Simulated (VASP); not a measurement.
**Ta3I2: relaxation of cell and atoms with PBE**

The system is Ta3I2.

```
CELL_PARAMETERS angstrom
5.38650 0.00000 0.00000
-2.69325 4.66485 0.00000
0.00000 0.00000 6.76073
ATOMIC_POSITIONS crystal
Ta 0.50000 0.00000 0.50000
Ta 0.00000 0.50000 0.50000
Ta 0.50000 0.50000 0.50000
I 0.00000 0.00000 0.18290
I 0.00000 0.00000 0.81710
```

The cell was generated, and may not be a known phase.

- Program: VASP 6.6.1
- Task: relaxation of cell and atoms
- Functional: PBE
- Potentials or basis: VASP PAW PBE potentials, release 64 (Ta_pv, I)
- Cutoff: 600 eV
- k mesh: 6 × 6 × 4
- Occupations: gaussian, width 0.1 eV
- Spin: no spin polarisation
- Dipole correction: no
- Further INCAR settings: ALGO = Normal; EDIFF = 1e-06; IBRION = 2; EDIFFG = -0.04; NSW = 90; ISIF = 3

```
Relaxed volume                        : 38.41 Å³/atom
Relaxed cell                          : a = 5.364 Å, b = 5.364 Å, c = 7.708 Å, α = 90.00°, β = 90.00°, γ = 120.00°
Space group after relaxing (to 0.1 Å) : P6/mmm (No. 191)
Energy gained by relaxing             : 641.2 meV/atom
Ionic steps                           : 23
Pressure after relaxing               : -0.1 GPa
Largest force after relaxing          : 0.025 eV/Å
Band gap on the k mesh                : zero (an odd number of electrons rules out a gap without spin polarisation)
```

Forces on the atoms (eV/Å):
```
Ta   0.000  0.000  0.000
Ta   0.000  0.000  0.000
Ta   0.000  0.000  0.000
I    0.000  0.000  0.025
I    0.000  0.000 -0.025
```

Stress tensor (GPa, compression positive):
```
-0.11  0.00  0.00
 0.00 -0.11  0.00
 0.00  0.00  0.02
```

The path:
```
step  energy change (eV)  largest force (eV/Å)  pressure (GPa)  volume (Å³)
   1              0.0000                7.1571            3.30       169.88
   2             -2.5288                1.2202            0.50       185.89
   3             -2.5356                1.1929            0.57       186.29
   4             -2.8208                1.2291           -1.95       190.35
   5             -2.8752                1.1156           -3.40       192.84
   6             -3.0084                0.8125           -2.90       188.80
   7             -3.0813                0.0919           -1.81       182.92
   8             -3.1509                0.1044           -0.30       179.43
   9             -3.1595                0.1015            0.48       177.76
  10             -3.1595                0.1013            0.53       177.66
  11             -3.1649                0.1353            0.42       178.53
  12             -3.1750                0.2351            0.11       181.14
  13             -3.1728                0.4214           -0.43       186.38
  14             -3.1775                0.3147           -0.13       183.35
  15             -3.1845                0.2589           -0.02       183.98
  16             -3.1962                0.1186            0.28       185.57
  17             -3.1955                0.1808            0.95       188.72
  18             -3.1998                0.0264            0.60       187.11
  19             -3.2037                0.0373            0.28       188.96
  20             -3.2046                0.0486            0.00       190.66
  21             -3.2047                0.0476            0.02       190.50
  22             -3.2052                0.0288            0.01       190.89
  23             -3.2061                0.0251           -0.07       192.06
```

Final structure:
```xyz
5
Lattice="5.3637 0.0000 0.0000 -2.6819 4.6451 0.0000 0.0000 0.0000 7.7085" Properties=species:S:1:pos:R:3 pbc="T T T"
Ta    2.6818    0.0000    3.8542
Ta   -1.3409    2.3226    3.8542
Ta    1.3409    2.3226    3.8542
I     0.0000    0.0000    2.1646
I     0.0000    0.0000    5.5438
```

Levels at points of the mesh, in eV from the Fermi level:
| k point | band 19 | band 20 | band 21 | band 22 | band 23 | band 24 | band 25 | band 26 | band 27 | band 28 |
| --- | --- | --- | --- | --- | --- | --- | --- | --- | --- | --- |
| (0.00, 0.00, 0.00) | -3.41 | -3.03 | -2.96 | -1.67 | 0.06 | 0.47 | 0.47 | 0.88 | 0.99 | 0.99 |
| (0.50, 0.00, 0.00) | -2.24 | -2.10 | -1.70 | -0.56 | -0.34 | -0.02 | 0.13 | 0.15 | 0.22 | 0.54 |
| (0.00, 0.00, 0.50) | -3.41 | -3.41 | -3.03 | -1.62 | 0.50 | 0.50 | 0.51 | 0.62 | 0.87 | 0.87 |
| (0.50, 0.00, 0.50) | -2.27 | -2.04 | -1.66 | -0.52 | -0.34 | -0.03 | 0.15 | 0.22 | 0.24 | 0.32 |

Run time: 22 min on 1 thread of Intel(R) Xeon(R) Platinum 8488C (Sapphire Rapids), with other jobs on the host, peak memory 0.44 GiB.

Caveat: spin-orbit coupling is left out, which moves the levels of the heavy elements; this functional lacks dispersion, which binds layers or chains, so the pressure and a relaxed spacing across them are unreliable; an odd number of electrons without spin polarisation forces a metal; a magnetic or distorted state may lie lower.
